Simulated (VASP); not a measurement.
# WS2 in VASP: single point with PBEsol

Aim: the single point of WS2 with PBEsol.

All numbers are computed with VASP 6.6.1; they aren't measurements. Logs are shortened: lines on timing, memory, paths and dates and some standing lists are left out, and cuts for length are marked.

## 1. The cell of the first run

The cell holds a sheet with vacuum, 3 atoms: a = 3.124 Å, b = 3.124 Å, c = 19.145 Å, α = 90.00°, β = 90.00°, γ = 120.00°.

## 2. Single point, PBEsol, non-collinear spin, zero start, spin-orbit coupling

File INCAR:

```
SYSTEM = WS2
PREC = Accurate ; ENCUT = 400
EDIFF = 1E-6 ; ISMEAR = 0
SIGMA = 0.03 ; LREAL = .False.
LASPH = .True. ; NELM = 200
ALGO = Normal ; ISIF = 2
LWAVE = .False. ; LCHARG = .False.
LNONCOLLINEAR = .True. ; MAGMOM = 0 0 0 0 0 0 0 0 0
LORBIT = 11 ; LSORBIT = .True.
GGA_COMPAT = .False. ; LORBMOM = .True.
LMAXMIX = 4 ; LDIPOL = .True.
IDIPOL = 3 ; DIPOL = 0.5 0.5 0.500
GGA = PS ; NBANDS = 39
NELMDL = -8
```

File KPOINTS:

```
regular mesh
0
Gamma
  12 12 1
  0 0 0
```

File POSCAR:

```
WS2
1.0
    3.1238469200      0.0000000000      0.0000000000
   -1.5619234600      2.7053307902      0.0000000000
    0.0000000000      0.0000000000     19.1450426228
S W
2 1
Direct
    0.6666666667      0.3333333333      0.4178627417
    0.6666666667      0.3333333333      0.5821372583
    0.3333333333      0.6666666667      0.5000000000
```

Potentials or basis: VASP PAW PBE potentials, release 64 (S, W_sv).

Command:

```sh
> cat potpaw_PBE.64/S/POTCAR potpaw_PBE.64/W_sv/POTCAR > POTCAR
> mpirun -np 1 vasp_ncl > vasp.out
```

OUTCAR:

```text
SYSTEM = WS2
   PREC = Accurate
   ENCUT = 400
   EDIFF = 1E-6
   ISMEAR = 0
   LREAL = .False.
   LASPH = .True.
   NELM = 200
   ISIF = 2
   LNONCOLLINEAR = .True.
   LORBIT = 11
   LSORBIT = .True.
   GGA = PS
   NELMDL = -8

 ion  position               nearest neighbor table
   1  0.667  0.333  0.418-   3 2.39   3 2.39   3 2.39
   2  0.667  0.333  0.582-   3 2.39   3 2.39   3 2.39
   3  0.333  0.667  0.500-   1 2.39   2 2.39   1 2.39   2 2.39   1 2.39   2 2.39

  LATTYP: Found a hexagonal cell.
 ALAT       =     3.1238469200
 C/A-ratio  =     6.1286750321

  Lattice vectors:

 A1 = (   3.1238469200,   0.0000000000,   0.0000000000)
 A2 = (  -1.5619234600,   2.7053307902,   0.0000000000)
 A3 = (   0.0000000000,   0.0000000000,  19.1450426228)

Analysis of symmetry for initial positions (statically):
=====================================================================
 Subroutine PRICEL returns:
 Original cell was already a primitive cell.

 Routine SETGRP: Setting up the symmetry group for a
 hexagonal supercell.

 Subroutine GETGRP returns: Found 12 space group operations
 (whereof 12 operations were pure point group operations)
 out of a pool of 24 trial point group operations.

The static configuration has the point symmetry D_3h.

Analysis of symmetry for dynamics (positions and initial velocities):
=====================================================================
 Subroutine PRICEL returns:
 Original cell was already a primitive cell.

 Routine SETGRP: Setting up the symmetry group for a
 hexagonal supercell.

 Subroutine GETGRP returns: Found 12 space group operations
 (whereof 12 operations were pure point group operations)
 out of a pool of 24 trial point group operations.

The dynamic configuration has the point symmetry D_3h.

Analysis of structural, dynamic, and magnetic symmetry:
=====================================================================
 Subroutine PRICEL returns:
 Original cell was already a primitive cell.

 Routine SETGRP: Setting up the symmetry group for a
 hexagonal supercell.

 Subroutine GETGRP returns: Found 12 space group operations
 (whereof 12 operations were pure point group operations)
 out of a pool of 24 trial point group operations.

The overall configuration has the point symmetry D_3h.

 Subroutine INISYM returns: Found 12 space group operations
 (whereof 12 operations are pure point group operations),
 and found     1 'primitive' translations

----------------------------------------------------------------------------------------

                                     Primitive cell

  volume of cell :     161.7955

  direct lattice vectors                    reciprocal lattice vectors
     3.123846920  0.000000000  0.000000000     0.320118119  0.184820282  0.000000000
    -1.561923460  2.705330790  0.000000000     0.000000000  0.369640564  0.000000000
     0.000000000  0.000000000 19.145042623     0.000000000  0.000000000  0.052232843

  length of vectors
     3.123846920  3.123846920 19.145042623     0.369640564  0.369640564  0.052232843

  position of ions in fractional coordinates (direct lattice)
     0.666666667  0.333333333  0.417862742
     0.666666667  0.333333333  0.582137258
     0.333333333  0.666666667  0.500000000

  ion indices of the primitive-cell ions
   primitive index   ion index
                 1           1
                 2           2
                 3           3

----------------------------------------------------------------------------------------

 KPOINTS: regular mesh

Automatic generation of k-mesh.
 Grid dimensions read from file:
 generate k-points for:   12   12    1

 Generating k-lattice:

  Cartesian coordinates                     Fractional coordinates (reciprocal lattice)
     0.026676510  0.015401690  0.000000000     0.083333333 -0.000000000  0.000000000
     0.000000000  0.030803380  0.000000000     0.000000000  0.083333333  0.000000000
     0.000000000  0.000000000  0.052232843     0.000000000  0.000000000  1.000000000

  Length of vectors
     0.030803380  0.030803380  0.052232843

  Shift w.r.t. Gamma in fractional coordinates (k-lattice)
     0.000000000  0.000000000  0.000000000

 Subroutine IBZKPT returns following result:
 ===========================================

 Found     31 irreducible k-points:

 Following reciprocal coordinates:
            Coordinates               Weight
  0.000000  0.000000  0.000000      1.000000
[... 52 lines left out ...]
   PSTRESS=    0.0 pullay stress
   NELECT =      26.0000    total number of electrons
   NUPDOWN=      -1.0000    fix difference up-down
   EMIN   =  10.00;   EMAX   =-10.00  energy-range for DOS
   EFERMI =   0.00;   METHOD = LEGACY
   ISMEAR =     0;   SIGMA  =   0.03  broadening in eV -4-tet -1-fermi 0-gaus
   EFERMI_NEDOS =   21; number of points for ismear=-14 and -15
   IALGO  =     38    algorithm
   IMIX   =      4    mixing-type and parameters
     AMIX     =   0.40;   BMIX     =  1.00
     AMIX_MAG =   1.60;   BMIX_MAG =  1.00
  volume/ion in A,a.u.               =      53.93       363.95
  Fermi-wavevector in a.u.,A,eV,Ry     =   0.890042  1.681935 10.778190  0.792175
  Thomas-Fermi vector in A             =   2.011681
   LORBIT       =     11    0 simple, 1 ext, 2 COOP (PROOUT), +10 PAW based schemes
   GGA     = PS    functional components
   LHFCALC =     F    Hartree Fock is set to
   AEXX    =    0.0000 exact exchange contribution
   IVDW    =     0    specifies the selected vdW correction
   LEPSILON=     F    determine dielectric tensor
   LRPA    =     F    only Hartree local field effects (RPA)
 Gauss-broadening in eV      SIGMA  =   0.03
  energy-cutoff  :      400.00
  volume of cell :      161.80
 maximum number of plane-waves:      5914
   NGX = 11   NGY = 11   NGZ = 63

 number of electron      25.9999999 magnetization       0.0000000      0.0000000      0.0000000

 number of electron      25.9999999 magnetization       0.0000000      0.0000000     -0.0000000

 number of electron      25.9999999 magnetization       0.0000000     -0.0000000     -0.0000000

 dipolmoment           0.000000      0.000000     -0.000000 electrons x Angstroem

 Free energy of the ion-electron system (eV)
  ---------------------------------------------------
  ext. energy  EPLUGINS =         0.00000000
  ---------------------------------------------------
  free energy    TOTEN  =       -25.99920580 eV

  energy without entropy =      -25.99920580  energy(sigma->0) =      -25.99920580

 E-fermi :  -1.1115     XC(G=0):  -4.1047

 val. band max:       -1.3945124433   @ k =   0.3333   0.3333   0.0000
 cond. band min:       0.2498621119   @ k =   0.1667   0.1667   0.0000
 fundamental gap:      1.6443745552
 Fermi energy:        -1.1114709456

 k-point     1 :       0.0000    0.0000    0.0000
  band No.  band energies     occupation
      1     -75.4882      1.00000
      2     -75.4882      1.00000
      3     -45.5541      1.00000
      4     -45.5541      1.00000
      5     -36.9546      1.00000
      6     -36.9546      1.00000
[... 973 lines left out ...]
     37       6.1107      0.00000
     38       6.1550      0.00000

 [... further k-points ...]

 [bands above 38 left out]

------------------------ aborting loop because EDIFF is reached ----------------------------------------

 vacuum level on the upper side and lower side of the slab       (xc-potential included)        -0.192        -0.192

  FORCE on cell =-STRESS in cart. coord.  units (eV):
  Direction    XX          YY          ZZ          XY          YZ          ZX
  --------------------------------------------------------------------------------------
  -------------------------------------------------------------------------------------
  Total        0.8812431      0.8812431      0.2751102      0.0000000      0.0000000      0.0000000
  in kB        8.7264952      8.7264952      2.7242737      0.0000000      0.0000000      0.0000000
  external PRESSURE =       6.7257547 kB  Pullay stress =       0.0000000 kB

 VOLUME and BASIS-vectors are now :
 -----------------------------------------------------------------------------
  energy-cutoff  :      400.00
  volume of cell :      161.80
      direct lattice vectors                 reciprocal lattice vectors
     3.123846920  0.000000000  0.000000000     0.320118119  0.184820282  0.000000000
    -1.561923460  2.705330790  0.000000000     0.000000000  0.369640564  0.000000000
     0.000000000  0.000000000 19.145042623     0.000000000  0.000000000  0.052232843

 POSITION                                       TOTAL-FORCE (eV/Angst)
 -----------------------------------------------------------------------------------
      1.56192      0.90178      8.00000        -0.000000      0.000000     -0.096461
      1.56192      0.90178     11.14504        -0.000000      0.000000      0.096461
     -0.00000      1.80355      9.57252         0.000000     -0.000000      0.000000
 -----------------------------------------------------------------------------------
    total drift:                                0.000000     -0.000000     -0.000000

  FREE ENERGIE OF THE ION-ELECTRON SYSTEM (eV)
  ---------------------------------------------------
  free  energy   TOTEN  =       -25.9992058015 eV

  energy  without entropy=      -25.9992058015  energy(sigma->0) =      -25.99920580

 vacuum level on the upper side and lower side of the slab         3.957         3.957

 orbital moment (x)

 # of ion     p       d       tot
 ----------------------------------------
  1        -0.000   0.000  -0.000
  2         0.000   0.000   0.000
  3         0.000   0.000   0.000
 ----------------------------------------
           -0.000   0.000  -0.000

 orbital moment (y)

 # of ion     p       d       tot
 ----------------------------------------
  1         0.000   0.000   0.000
  2        -0.000   0.000  -0.000
  3        -0.000  -0.000  -0.000
 ----------------------------------------
           -0.000  -0.000  -0.000

 orbital moment (z)

 # of ion     p       d       tot
 ----------------------------------------
  1         0.000   0.000   0.000
  2         0.000   0.000   0.000
  3        -0.000   0.000  -0.000
 ----------------------------------------
           -0.000   0.000  -0.000

 Spin-Orbit-Coupling matrix elements

 Ion:    1  E_soc:     -0.0030118
 l=   1
     0.0000000    -0.0004639    -0.0005781
    -0.0004639     0.0000000    -0.0004639
    -0.0005781    -0.0004639     0.0000000
 l=   2
     0.0000000     0.0000000     0.0000000     0.0000000     0.0000000
     0.0000000     0.0000000     0.0000000     0.0000000     0.0000000
     0.0000000     0.0000000     0.0000000     0.0000000     0.0000000
     0.0000000     0.0000000     0.0000000     0.0000000     0.0000000
     0.0000000     0.0000000     0.0000000     0.0000000     0.0000000
 l=   3
     0.0000000     0.0000000     0.0000000     0.0000000     0.0000000     0.0000000     0.0000000
     0.0000000     0.0000000     0.0000000     0.0000000     0.0000000     0.0000000     0.0000000
     0.0000000     0.0000000     0.0000000     0.0000000     0.0000000     0.0000000     0.0000000
     0.0000000     0.0000000     0.0000000     0.0000000     0.0000000     0.0000000     0.0000000
[... 29 lines left out ...]
 l=   2
     0.0000000    -0.0049977     0.0000000    -0.0049977    -0.0220478
    -0.0049977     0.0000000    -0.0158966    -0.0042841    -0.0049977
     0.0000000    -0.0158966     0.0000000    -0.0158966     0.0000000
    -0.0049977    -0.0042841    -0.0158966     0.0000000    -0.0049977
    -0.0220478    -0.0049977     0.0000000    -0.0049977     0.0000000
 l=   3
     0.0000000     0.0000000     0.0000000     0.0000000     0.0000000     0.0000000     0.0000000
     0.0000000     0.0000000     0.0000000     0.0000000     0.0000000     0.0000000     0.0000000
     0.0000000     0.0000000     0.0000000     0.0000000     0.0000000     0.0000000     0.0000000
     0.0000000     0.0000000     0.0000000     0.0000000     0.0000000     0.0000000     0.0000000
     0.0000000     0.0000000     0.0000000     0.0000000     0.0000000     0.0000000     0.0000000
     0.0000000     0.0000000     0.0000000     0.0000000     0.0000000     0.0000000     0.0000000
     0.0000000     0.0000000     0.0000000     0.0000000     0.0000000     0.0000000     0.0000000

 total charge

# of ion       s       p       d       tot
------------------------------------------
    1        1.353   2.354   0.000   3.707
    2        1.353   2.354   0.000   3.707
    3        2.328   6.352   3.442  12.122
--------------------------------------------------
tot          5.034  11.060   3.442  19.536

 magnetization (x)

# of ion       s       p       d       tot
------------------------------------------
    1        0.000   0.000   0.000   0.000
    2        0.000   0.000   0.000   0.000
    3        0.000   0.000   0.000   0.000
--------------------------------------------------
tot          0.000   0.000   0.000   0.000

 magnetization (y)

# of ion       s       p       d       tot
------------------------------------------
    1        0.000   0.000   0.000   0.000
    2        0.000   0.000   0.000   0.000
    3        0.000   0.000   0.000   0.000
--------------------------------------------------
tot          0.000   0.000   0.000   0.000

 magnetization (z)

# of ion       s       p       d       tot
------------------------------------------
    1       -0.000   0.000   0.000   0.000
    2       -0.000  -0.000   0.000  -0.000
    3       -0.000   0.000   0.000   0.000
--------------------------------------------------
tot         -0.000   0.000   0.000   0.000
```

It took 9.6 min on 1 thread of Oxide Virtual Turin-like, shared host; peak memory 0.49 GiB.

Results:

```yaml
Free_energy: -25.9992 eV
Largest_force: 0.096 eV/Å
Net_moment: 0.00 μB per cell
Valence_electrons_inside_the_program's_atomic_spheres: S 3.71; W 12.12
```

Forces in eV/Å, atoms in the order of the input:
```
S    0.000  0.000 -0.096
S    0.000  0.000  0.096
W    0.000  0.000  0.000
```

Moments on the atoms (μB; x, y, z):
```
S   0.00 0.00 0.00
S   0.00 0.00 0.00
W   0.00 0.00 0.00
```

Caveat: the PAW data sets were made with another functional, which shifts forces and pressure a little.
